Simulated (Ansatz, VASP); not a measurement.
# Two plane-wave programs on AlNi3

```
Ni Al
1.0
     0.00000    2.80189    2.80189
     2.80189    0.00000    2.80189
     2.80189    2.80189    0.00000
Ni Al
3 1
Cartesian
  4.2028 4.2028 4.2028
  0.0000 0.0000 0.0000
  1.4009 1.4009 1.4009
  2.8019 2.8019 2.8019
```

Alike in both runs: task single point; functional r2SCAN; k mesh 8 × 8 × 8; occupations fermi-dirac, width 0.05 eV; collinear spin.

|  | VASP | Ansatz |
| --- | --- | --- |
| version | VASP 6.6.1 | Ansatz 0.2.0 |
| potentials or method | VASP PAW PBE potentials, release 64 (Ni, Al) | Ansatz PAW |
| plane-wave cutoff (eV) | 520 | 500 |
| valence electrons in the cell | 33 | 57 |

```tsv
	VASP	Ansatz	Ansatz less VASP
gap on the k mesh at the Fermi level (eV)	none	none	-
pressure (GPa)	0.1	0.0	-0.12
net moment per atom (μB)	0.00	0.00	0.000
```

VASP's potentials were made for PBE, not for r2SCAN. A gap of «none» marks a metal or a gap that the smearing closes. VASP's potentials hold 33 valence electrons a cell and Ansatz's 57, so a difference there can come from the potentials and not from the codes.

Noted on Ansatz's run: the magnetic or orbital state may not be the lowest.
